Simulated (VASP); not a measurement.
Runs of VASP 6.6.1 on Ge. The structure is that of space group I4_1/amd (No. 141), or close to it. The cells are those of the table. 

```tsv
cell	gap on the mesh (eV)	pressure (GPa)
a = 3.794, b = 3.794, c = 4.013 Å, angles 58.1, 58.1, 63.9°, 2 atoms	none	10.1
a = 3.939, b = 3.939, c = 4.013 Å, angles 59.4, 59.4, 61.3°, 2 atoms	none	(a)
a = 3.866, b = 3.866, c = 4.013 Å, angles 58.7, 58.7, 62.5°, 2 atoms	none	6.0
a = 3.725, b = 3.725, c = 4.013 Å, angles 57.4, 57.4, 65.2°, 2 atoms	none	14.7
```

Alike in all rows: task single point; level PBEsol; potentials or basis VASP PAW PBE potentials, release 64 (Ge_d); no spin polarisation; k mesh 18 × 18 × 18; cutoff (eV) 520; smearing gaussian 0.15 eV.

Task: Estimate the missing entries.

Result: (a) 2.7.

Caveats: the PAW data sets were made with another functional, which shifts forces and pressure a little; semilocal functionals underestimate gaps, and a narrow one can read as zero (at least some runs); the stress differs along the axes, from 8 to 14 GPa (at least some runs); the cell stands under pressure (at least some runs); the stress differs along the axes, from 13 to 18 GPa (at least some runs).

A k mesh can miss the band edges, and the runs leave out spin-orbit coupling on Ge.

A gap of «none» marks levels without a gap at the run's occupations.
